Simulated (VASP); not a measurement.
# Mg32S33 (a cell with a defect) in VASP: single point with PBEsol

Aim: the single point of Mg32S33 (a cell with a defect) with PBEsol.

All numbers are computed with VASP 6.6.1; they aren't measurements. Logs are shortened: lines on timing, memory, paths and dates and some standing lists are left out, and cuts for length are marked.

### 1 The cell of the first run

The cell holds a defect, 65 atoms: a = 10.364 Å, b = 10.364 Å, c = 10.364 Å, α = 90.00°, β = 90.00°, γ = 90.00°.

### 2 Single point, PBEsol

The input, INCAR:

```
SYSTEM = Mg32S33
PREC     = Accurate       ! precision mode
ENCUT    = 520            ! plane-wave cutoff, eV
EDIFF    = 1E-7           ! SCF threshold, eV
ISMEAR   = -1             ! smearing method
SIGMA    = 0.05           ! smearing width, eV
LREAL    = Auto         
LASPH    = .True.         ! aspherical terms in the spheres
NELM     = 100            ! most SCF steps
ALGO     = Normal         ! electronic algorithm
ISIF     = 2              ! what is computed and relaxed
LWAVE    = .False.        ! write WAVECAR
LCHARG   = .False.        ! write CHGCAR
GGA      = PS             ! functional
ISYM     = 0            
NBANDS   = 169            ! bands
```

The input, KPOINTS:

```
Automatic mesh
0
Gamma
  1 1 1
  0.25 0.25 0.25
```

The input, POSCAR:

```
Mg32S33
1.0
   10.3639610000      0.0000000000      0.0000000000
    0.0000000000     10.3639610000      0.0000000000
    0.0000000000      0.0000000000     10.3639610000
S Mg
33 32
Direct
    0.2519800000      0.9981260000      0.9980110000
    0.2520860000      0.9981320000      0.4980110000
    0.2521050000      0.4981000000      0.9981040000
    0.1945170000      0.5521360000      0.5533900000
    0.7520060000      0.9981430000      0.9980950000
    0.7519470000      0.9982140000      0.4980260000
    0.7520150000      0.4981910000      0.9979460000
    0.7520450000      0.4980720000      0.4980480000
    0.0029600000      0.2489430000      0.9977270000
    0.0048180000      0.2506050000      0.4977950000
    0.0008300000      0.7495080000      0.0018260000
    0.9916580000      0.7583790000      0.5009430000
    0.5030940000      0.2468750000      0.9941410000
    0.5123550000      0.2379030000      0.4951090000
    0.5009580000      0.7474020000      0.9982860000
    0.4991090000      0.7457650000      0.4981010000
    0.0028210000      0.9978820000      0.2487320000
    0.0008290000      0.0020780000      0.7494320000
    0.0046110000      0.4981730000      0.2502690000
    0.9919090000      0.5012190000      0.7580510000
    0.5031530000      0.9942840000      0.2466080000
    0.5011310000      0.9984910000      0.7473400000
    0.5122550000      0.4950970000      0.2380280000
    0.4993330000      0.4982900000      0.7456010000
    0.2537440000      0.2375910000      0.2375360000
    0.2519820000      0.2513050000      0.7446970000
    0.2518770000      0.7450380000      0.2512110000
    0.2501830000      0.7586720000      0.7584260000
    0.7557410000      0.2467010000      0.2465220000
    0.7520280000      0.2489970000      0.7470720000
    0.7519720000      0.7473060000      0.2489900000
    0.7481930000      0.7496320000      0.7495150000
    0.3097760000      0.4439620000      0.4426840000
    0.0014620000      0.9991510000      0.9990190000
    0.9976820000      0.0003650000      0.4993110000
    0.9976410000      0.4993810000      0.0000100000
    0.9810470000      0.4971330000      0.4963460000
    0.5025190000      0.9973050000      0.9970730000
    0.5063250000      0.9960050000      0.4968010000
    0.5064790000      0.4969860000      0.9960050000
    0.5230790000      0.4995680000      0.4995640000
    0.2531920000      0.2436390000      0.9953640000
    0.2522750000      0.2285620000      0.4969390000
    0.2507440000      0.7525820000      0.0005950000
    0.2513480000      0.7676730000      0.4989420000
    0.7528240000      0.2474530000      0.9968460000
    0.7542020000      0.2434960000      0.4965230000
    0.7510000000      0.7488680000      0.9992000000
    0.7497010000      0.7528320000      0.4995760000
    0.2530630000      0.9954820000      0.2436300000
    0.2508470000      0.0007440000      0.7524530000
    0.2518560000      0.4975070000      0.2280510000
    0.2521610000      0.4987730000      0.7682010000
    0.7529000000      0.9970240000      0.2475220000
    0.7510990000      0.9992690000      0.7486860000
    0.7540890000      0.4968450000      0.2433240000
    0.7500150000      0.4995290000      0.7526870000
    0.0055700000      0.2465490000      0.2464330000
    0.0008580000      0.2523430000      0.7489640000
    0.0008010000      0.7493350000      0.2520920000
    0.9997130000      0.7509570000      0.7506660000
    0.5042400000      0.2454080000      0.2454060000
    0.5030860000      0.2471000000      0.7437840000
    0.5030500000      0.7440920000      0.2469950000
    0.4982630000      0.7498420000      0.7495070000
```

Potentials or basis: VASP PAW PBE potentials, release 64 (S, Mg).

On the command line:

```
$ cat potpaw_PBE.64/S/POTCAR potpaw_PBE.64/Mg/POTCAR > POTCAR
$ mpirun -np 1 vasp_std > vasp.out
```

OUTCAR:

```text
SYSTEM = Mg32S33
   PREC = Accurate
   ENCUT = 520
   EDIFF = 1E-7
   ISMEAR = -1
   LREAL = Auto
   LASPH = .True.
   NELM = 100
   ISIF = 2
   GGA = PS
   ISYM = 0

 ion  position               nearest neighbor table
   1  0.252  0.998  0.998-  42 2.54  44 2.54  51 2.55  50 2.55  34 2.60  38 2.60
   2  0.252  0.998  0.498-  43 2.39  45 2.39  39 2.64  50 2.64  35 2.64  51 2.64
   3  0.252  0.498  0.998-  53 2.38  52 2.38  40 2.64  36 2.64  42 2.64  44 2.64
   4  0.195  0.552  0.553-  33 2.00  37 2.36  53 2.37  45 2.38
   5  0.752  0.998  0.998-  48 2.58  46 2.58  55 2.58  54 2.59  34 2.59  38 2.59
   6  0.752  0.998  0.498-  47 2.54  49 2.54  39 2.55  35 2.55  54 2.60  55 2.60
   7  0.752  0.498  0.998-  57 2.54  56 2.54  40 2.54  36 2.55  48 2.60  46 2.60
   8  0.752  0.498  0.498-  41 2.37  37 2.37  47 2.64  57 2.64  56 2.64  49 2.64
   9  0.003  0.249  0.998-  58 2.58  59 2.58  34 2.59  46 2.59  42 2.59  36 2.60
  10  0.005  0.251  0.498-  37 2.57  43 2.57  35 2.59  47 2.60  59 2.60  58 2.61
[... 20 lines left out ...]
  31  0.752  0.747  0.249-  60 2.58  64 2.58  54 2.59  48 2.59  56 2.60  49 2.60
  32  0.748  0.750  0.750-  55 2.59  48 2.59  65 2.59  49 2.59  57 2.59  61 2.61
  33  0.310  0.444  0.443-   4 2.00  41 2.36  52 2.37  43 2.38
  34  0.001  0.999  0.999-   5 2.59  18 2.59  11 2.59  17 2.59   9 2.59   1 2.60  58 3.63  44 3.63
                            51 3.63  50 3.64  42 3.64  61 3.64  46 3.64  54 3.64
  35  0.998  0.000  0.499-  12 2.51   6 2.55  18 2.59  10 2.59  17 2.60   2 2.64  43 3.54  47 3.57
                            45 3.57  49 3.63  55 3.63  54 3.64  60 3.65
  36  0.998  0.499  0.000-  20 2.51   7 2.55  11 2.59  19 2.59   9 2.60   3 2.64  52 3.54  53 3.57
                            56 3.57  57 3.63  48 3.64  46 3.64  59 3.65
  37  0.981  0.497  0.496-   4 2.36   8 2.37  19 2.56  10 2.57  12 2.71  20 2.71  56 3.52  47 3.53
                            49 3.57  57 3.58  60 3.64  59 3.65
  38  0.503  0.997  0.997-   5 2.59  21 2.59  13 2.59  22 2.59  15 2.59   1 2.60  65 3.63  42 3.63
                            50 3.64  51 3.64  62 3.64  44 3.64  48 3.64  55 3.64
  39  0.506  0.996  0.497-  14 2.51   6 2.55  21 2.59  16 2.59  22 2.60   2 2.64  45 3.55  49 3.57
                            43 3.57  47 3.63  54 3.63  55 3.64  63 3.65  65 3.66
  40  0.506  0.497  0.996-  23 2.51   7 2.54  13 2.59  15 2.60  24 2.60   3 2.64  53 3.54  57 3.57
                            52 3.57  56 3.63  46 3.63  48 3.64  64 3.65
  41  0.523  0.500  0.500-  33 2.36   8 2.37  24 2.56  16 2.56  23 2.71  14 2.71  49 3.52  57 3.52
                            47 3.58  56 3.58  63 3.65  64 3.65
  42  0.253  0.244  0.995-  25 2.51   1 2.54  13 2.59   9 2.59  26 2.60   3 2.64  53 3.54  51 3.56
[... 33 lines left out ...]
  59  0.001  0.252  0.749-   9 2.58  30 2.58  20 2.58  18 2.59  26 2.60  10 2.60  46 3.63  57 3.65
                            36 3.65  37 3.65  53 3.65  42 3.66
  60  0.001  0.749  0.252-  17 2.58  31 2.58  12 2.58  11 2.59  27 2.60  19 2.60  54 3.63  37 3.64
                            45 3.65  35 3.65  50 3.65  49 3.65
  61  1.000  0.751  0.751-  12 2.59  20 2.59  28 2.60  18 2.60  11 2.60  32 2.61  34 3.64  55 3.64
                            48 3.64
  62  0.504  0.245  0.245-  23 2.59  14 2.59  25 2.60  21 2.60  13 2.60  29 2.61  38 3.64  54 3.64
                            46 3.64
  63  0.503  0.247  0.744-  22 2.58  30 2.58  14 2.58  13 2.59  26 2.60  24 2.60  55 3.63  41 3.65
                            39 3.65  43 3.65  47 3.65  51 3.66
  64  0.503  0.744  0.247-  15 2.58  31 2.58  23 2.58  21 2.59  16 2.60  27 2.60  48 3.63  41 3.65
                            40 3.65  56 3.65  52 3.65  44 3.66
  65  0.498  0.750  0.750-  28 2.57  22 2.58  15 2.58  32 2.59  16 2.61  24 2.61  38 3.63  53 3.65
                            45 3.65  51 3.65  44 3.65  39 3.66

IMPORTANT INFORMATION: All symmetrisations will be switched off!
NOSYMM: (Re-)initialisation of all symmetry stuff for point group C_1.

----------------------------------------------------------------------------------------

                                     Primitive cell

  volume of cell :    1113.2105

  direct lattice vectors                    reciprocal lattice vectors
    10.363961000  0.000000000  0.000000000     0.096488206  0.000000000  0.000000000
     0.000000000 10.363961000  0.000000000     0.000000000  0.096488206  0.000000000
     0.000000000  0.000000000 10.363961000     0.000000000  0.000000000  0.096488206

  length of vectors
    10.363961000 10.363961000 10.363961000     0.096488206  0.096488206  0.096488206

  position of ions in fractional coordinates (direct lattice)
     0.251980000  0.998126000  0.998011000
[... 166 lines left out ...]
   number of dos      NEDOS =    301   number of ions     NIONS =     65
   total plane-waves  NPLWV = 512000
   dimension x,y,z NGX =    80 NGY =   80 NGZ =   80
   dimension x,y,z NGXF=   160 NGYF=  160 NGZF=  160
   ions per type =              33  32
   NGX,Y,Z   is equivalent  to a cutoff of  12.83, 12.83, 12.83 a.u.
   NGXF,Y,Z  is equivalent  to a cutoff of  25.67, 25.67, 25.67 a.u.
 SYSTEM =  Mg32S33
   PREC   = accura    normal or accurate (medium, high low for compatibility)
   ISTART =      0    job   : 0-new  1-cont  2-samecut
   ICHARG =      2    charge: 1-file 2-atom 10-const
   ISPIN  =      1    spin polarized calculation?
   LNONCOLLINEAR =      F non collinear calculations
   LSORBIT =      F    spin-orbit coupling
   LASPH  =      T    aspherical Exc in radial PAW
   ENCUT  =  520.0 eV  38.22 Ry    6.18 a.u.  19.27 19.27 19.27*2*pi/ulx,y,z
   NELM   =    100;   NELMIN=  2; NELMDL= -5     # of ELM steps
   EDIFF  = 0.1E-06   stopping-criterion for ELM
   LREAL  =      T    real-space projection
   EDIFFG = 0.1E-05   stopping-criterion for IOM
   NSW    =      0    number of steps for IOM
   IBRION =     -1    ionic relax: 0-MD 1-quasi-New 2-CG
   NFREE  =      0    steps in history (QN), initial steepest desc. (CG)
   ISIF   =      2    stress and relaxation
   ISYM   =      0    0-nonsym 1-usesym 2-fastsym
   POTIM  = 0.5000    time-step for ionic-motion
   TEBEG  =    0.0;   TEEND  =   0.0 temperature during run
   PSTRESS=    0.0 pullay stress
   NELECT =     262.0000    total number of electrons
   NUPDOWN=      -1.0000    fix difference up-down
   EMIN   =  10.00;   EMAX   =-10.00  energy-range for DOS
   EFERMI =   0.00;   METHOD = LEGACY
   ISMEAR =    -1;   SIGMA  =   0.05  broadening in eV -4-tet -1-fermi 0-gaus
   EFERMI_NEDOS =   21; number of points for ismear=-14 and -15
   IALGO  =     38    algorithm
   IMIX   =      4    mixing-type and parameters
     AMIX     =   0.40;   BMIX     =  1.00
     AMIX_MAG =   1.60;   BMIX_MAG =  1.00
  volume/ion in A,a.u.               =      17.13       115.57
  Fermi-wavevector in a.u.,A,eV,Ry     =   1.010763  1.910066 13.900291  1.021643
  Thomas-Fermi vector in A             =   2.143772
   LORBIT       =      0    0 simple, 1 ext, 2 COOP (PROOUT), +10 PAW based schemes
   GGA     = PS    functional components
   LHFCALC =     F    Hartree Fock is set to
   AEXX    =    0.0000 exact exchange contribution
   IVDW    =     0    specifies the selected vdW correction
   LEPSILON=     F    determine dielectric tensor
   LRPA    =     F    only Hartree local field effects (RPA)
 non-spin polarized calculation
  energy-cutoff  :      520.00
  volume of cell :     1113.21
 maximum number of plane-waves:     30028
 NGX is ok and might be reduce to    80
   NGX = 39   NGY = 39   NGZ = 39

 number of electron     261.9999998 magnetization

 Free energy of the ion-electron system (eV)
  ---------------------------------------------------
  ext. energy  EPLUGINS =         0.00000000
  ---------------------------------------------------
  free energy    TOTEN  =      -292.33958931 eV

  energy without entropy =     -292.33958931  energy(sigma->0) =     -292.33958931

 E-fermi :   5.4767     XC(G=0):  -9.9548

 val. band max:        4.2943760399   @ k =  -0.2500   0.2500   0.2500
 cond. band min:       7.2114398970   @ k =  -0.2500   0.2500   0.2500
 fundamental gap:      2.9170638570
 Fermi energy:         5.4766574914

 k-point     1 :       0.2500    0.2500    0.2500
  band No.  band energies     occupation
      1     -10.7886      2.00000
      2      -8.6696      2.00000
      3      -8.3854      2.00000
      4      -8.3658      2.00000
      5      -8.2306      2.00000
      6      -8.0367      2.00000
[... 573 lines left out ...]
    142       8.5618      0.00000
    143       8.5699      0.00000
 [bands above 143 left out]

------------------------ aborting loop because EDIFF is reached ----------------------------------------

  FORCE on cell =-STRESS in cart. coord.  units (eV):
  Direction    XX          YY          ZZ          XY          YZ          ZX
  --------------------------------------------------------------------------------------
  -------------------------------------------------------------------------------------
  Total       15.3708421     14.5626087     14.8783573     -3.7890669      3.9732364     -3.6770051
  in kB       22.1223335     20.9590915     21.4135295     -5.4533773      5.7184415     -5.2920935
  external PRESSURE =      21.4983181 kB  Pullay stress =       0.0000000 kB

 VOLUME and BASIS-vectors are now :
 -----------------------------------------------------------------------------
  energy-cutoff  :      520.00
  volume of cell :     1113.21
      direct lattice vectors                 reciprocal lattice vectors
    10.363961000  0.000000000  0.000000000     0.096488206  0.000000000  0.000000000
     0.000000000 10.363961000  0.000000000     0.000000000  0.096488206  0.000000000
     0.000000000  0.000000000 10.363961000     0.000000000  0.000000000  0.096488206

 POSITION                                       TOTAL-FORCE (eV/Angst)
 -----------------------------------------------------------------------------------
      2.61151     10.34454     10.34335         0.000273      0.000175      0.000835
      2.61261     10.34460      5.16137        -0.004285     -0.002173      0.000740
      2.61281      5.16229     10.34431        -0.002860      0.001506     -0.000943
      2.01597      5.72232      5.73531         0.141476     -0.008941     -0.064971
      7.79376     10.34472     10.34422        -0.000706     -0.000026     -0.003138
      7.79315     10.34545      5.16152         0.006147     -0.006258      0.002109
[... 57 lines left out ...]
      5.21359      7.71174      2.55985        -0.001065     -0.010739     -0.004266
      5.16398      7.77133      7.76786         0.001017      0.000576      0.005253
 -----------------------------------------------------------------------------------
    total drift:                                0.011742     -0.020322     -0.015508

  FREE ENERGIE OF THE ION-ELECTRON SYSTEM (eV)
  ---------------------------------------------------
  free  energy   TOTEN  =      -292.3395893129 eV

  energy  without entropy=     -292.3395893128  energy(sigma->0) =     -292.33958931
```

Run time: 42 min. Hardware: 1 thread of Oxide Virtual Turin-like, shared host; peak memory 1.2 GiB.

Results:

```
Free energy            : -292.3396 eV
Pressure               : 2.1 GPa
Largest force          : 0.166 eV/Å
Band gap on the k mesh : 2.92 eV
```

Forces in eV/Å, atoms in the order of the input:
```
S    0.000  0.000  0.001
S   -0.004 -0.002  0.001
S   -0.003  0.002 -0.001
S    0.141 -0.009 -0.065
S   -0.001  0.000 -0.003
S    0.006 -0.006  0.002
S    0.001 -0.002  0.003
S    0.003  0.004  0.000
S   -0.013  0.006 -0.003
S   -0.006 -0.003 -0.006
S   -0.005 -0.003 -0.003
S   -0.008  0.002 -0.020
S    0.006  0.002  0.002
S    0.006  0.001  0.016
S    0.015 -0.006  0.001
S    0.005  0.004  0.006
S   -0.007  0.001  0.008
S   -0.003 -0.005 -0.007
S   -0.001 -0.011 -0.002
S   -0.022 -0.018  0.019
S    0.002  0.004  0.006
S    0.010 -0.003 -0.006
S    0.017  0.022 -0.020
S    0.008  0.003  0.008
S    0.020  0.016  0.009
S    0.002 -0.009  0.008
S    0.003  0.003 -0.005
S   -0.020 -0.015 -0.008
S    0.001  0.003  0.000
S    0.001  0.009 -0.004
S   -0.003 -0.010  0.005
S    0.001 -0.002 -0.003
S   -0.151  0.014  0.067
Mg  -0.001  0.002  0.000
Mg  -0.004 -0.003 -0.003
Mg  -0.006  0.001 -0.007
Mg  -0.004  0.004  0.016
Mg  -0.002 -0.002  0.001
Mg   0.003  0.004  0.002
Mg   0.005  0.000  0.007
Mg   0.005 -0.011 -0.013
Mg  -0.003 -0.002 -0.002
Mg   0.013  0.008  0.001
Mg   0.001  0.003  0.002
Mg  -0.006 -0.007  0.003
Mg   0.005  0.006  0.002
Mg  -0.004 -0.005  0.005
Mg  -0.003 -0.002  0.000
Mg   0.004  0.005 -0.006
Mg   0.002 -0.001 -0.002
Mg   0.000  0.006 -0.002
Mg   0.004  0.008 -0.008
Mg  -0.006 -0.005 -0.002
Mg  -0.001  0.003 -0.001
Mg  -0.004  0.001  0.000
Mg  -0.007 -0.001 -0.006
Mg   0.003 -0.001  0.003
Mg   0.003  0.000 -0.003
Mg   0.002  0.007  0.006
Mg  -0.002  0.005  0.004
Mg   0.002 -0.007 -0.002
Mg  -0.003  0.006  0.002
Mg   0.000 -0.004 -0.003
Mg  -0.001 -0.011 -0.004
Mg   0.001  0.001  0.005
```

Stress tensor (GPa, compression positive):
```
 2.21 -0.55 -0.53
-0.55  2.10  0.57
-0.53  0.57  2.14
```

Levels at points of the mesh, in eV from the valence-band top:
| k point | band 128 | band 129 | band 130 | band 131 | band 132 | band 133 | band 134 | band 135 |
| --- | --- | --- | --- | --- | --- | --- | --- | --- |
| (0.25, 0.25, 0.25) | -0.48 | -0.48 | -0.32 | -0.15 | 2.98 | 3.09 | 3.18 | 3.35 |

Caveat: the PAW data sets were made with another functional, which shifts forces and pressure a little.
